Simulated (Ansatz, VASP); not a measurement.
# V: VASP beside Ansatz

Contents of INCAR:

```
SYSTEM = V
PREC = Accurate ; ENCUT = 520
EDIFF = 1E-8 ; ISMEAR = -1
SIGMA = 0.03 ; LREAL = .FALSE.
LASPH = .TRUE. ; NELM = 150
ALGO = Normal ; ISIF = 2
LWAVE = .FALSE. ; LCHARG = .FALSE.
ISPIN = 2 ; MAGMOM = 1.5
LORBIT = 11 ; LMAXMIX = 4
GGA = PE ; LEFG = .TRUE.
NBANDS = 16
```

The input KPOINTS:

```
regular mesh
0
G
  19 19 19
  0 0 0
```

Contents of POSCAR:

```
V
1.0
   -1.5583900000      1.5130000000      1.5130000000
    1.5130000000     -1.5583900000      1.5130000000
    1.5130000000      1.5130000000     -1.5583900000
V
1
Direct
    0.0000000000      0.0000000000      0.0000000000
```

Input for Ansatz:

```yaml
crystal:
  lattice:
    - [-1.55839, 1.513, 1.513]
    - [1.513, -1.55839, 1.513]
    - [1.513, 1.513, -1.55839]
  atoms:
    - { symbol: V, position: [0.0, 0.0, 0.0], spin: 1.5 }
magnetization:
  spin_polarized: true
kpoints:
  mp_grid: { grid: [19, 19, 19] }
scf:
  occupations: { method: fermi_dirac, width: 0.03 }
hamiltonian:
  xc: pbe
  pseudopotentials: { kind: all_electron, datasets: crystal }
output:
  forces: true
  stress: true
  eigenvalues: true
  efg: { contact_densities: true }
```

Change from the starting cell: equal xy, yz and zx shear strains of -3 %, crystal datasets.

Alike in both runs: task electric field gradients; functional PBE; k mesh 19 × 19 × 19; occupations fermi-dirac, width 0.03 eV; collinear spin.

|  | VASP | Ansatz |
| --- | --- | --- |
| version | VASP 6.6.1 | Ansatz 0.2.0 |
| potentials or method | VASP PAW PBE potentials, release 64 (V_sv), cutoff 520 eV | all-electron PAW with datasets made for the crystal, scalar-relativistic |

```csv
,VASP,Ansatz,Ansatz less VASP
pressure (GPa),-4.7,-5.0,-0.26
"traceless stress, the component that is largest in VASP (GPa)",0.24,0.22,-0.019
net moment per atom (μB),0.00,0.00,0.000
size of Vzz on the site where it differs most (V/Å²),9.7,8.3,-1.42
```

Ansatz ran all-electron here, and VASP with PAW potentials. Ansatz's warnings: seeded moment not kept.
